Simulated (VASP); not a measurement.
BP:

```
CELL_PARAMETERS angstrom
0.00000 2.26832 2.26832
2.26832 0.00000 2.26832
2.26832 2.26832 0.00000
ATOMIC_POSITIONS crystal
B 0.00000 0.00000 0.00000
P 0.25000 0.25000 0.25000
```

Base run:

- Program: VASP 6.6.1
- Functional: PBE0
- Potentials or basis: VASP PAW PBE potentials, release 64 (B, P)
- Cutoff: 520 eV
- k mesh: 6 × 6 × 6
- Occupations: gaussian, width 0.01 eV
- Spin: no spin polarisation

Its results: band gap on the k mesh 2.79 eV (least direct gap 5.05 eV); pressure -2.0 GPa.

Task: After a change of settings the same cell gave: band gap on the k mesh 8.09 eV (least direct gap 10.85 eV); pressure 4.0 GPa. Which change was it?
A. functional from PBE0 to r2SCAN0; further incar settings from ALGO = Normal; EDIFF = 1e-07; NBANDS = 11 to ALGO = Normal; EDIFF = 1e-06; NBANDS = 11
B. functional from PBE0 to HSE06; further incar settings from ALGO = Normal; EDIFF = 1e-07; NBANDS = 11 to ALGO = Normal; EDIFF = 1e-06; NBANDS = 11
C. functional from PBE0 to HF; share of exact exchange from 0.25 to 1

Result: C.

Caveats: the PAW data sets were made with another functional, which shifts forces and pressure a little; the cell stands under pressure (at least some runs).
